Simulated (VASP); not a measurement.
A run of VASP 6.6.1 is set up as follows.

INCAR

```
SYSTEM = Ca
ALGO = Normal ; EDIFF = 1E-6
ENCUT = 520 ; GGA = CA
ISIF = 2 ; ISMEAR = 1
LASPH = .TRUE. ; LCHARG = .TRUE.
LELF = .TRUE. ; LREAL = .FALSE.
LVHAR = .TRUE. ; LWAVE = .FALSE.
NBANDS = 11 ; NELM = 100
PREC = Accurate ; SIGMA = 0.2
```

Contents of KPOINTS:

```
k-points
0
G
  8 8 8
  0 0 0
```

The input POSCAR:

```
Ca
1.0
    0.0000000000      2.7564359112      2.7564359112
    2.7564359112      0.0000000000      2.7564359112
    2.7564359112      2.7564359112      0.0000000000
Ca
1
Direct
    0.0000000000      0.0000000000      0.0000000000
```

Potentials or basis: VASP PAW LDA potentials, release 64 (Ca_sv).

The run is started by

```bash
$ cat potpaw_LDA.64/Ca_sv/POTCAR > POTCAR
$ mpirun -np 1 vasp_std > vasp.out
```

Problem. Predict the band gap on the k mesh.

Solution. Zero (band 5 reaches 1.99 eV, above the bottom of band 6 at 1.72 eV).

Problem. What does it give for the pressure?

Solution. -1.6 GPa.
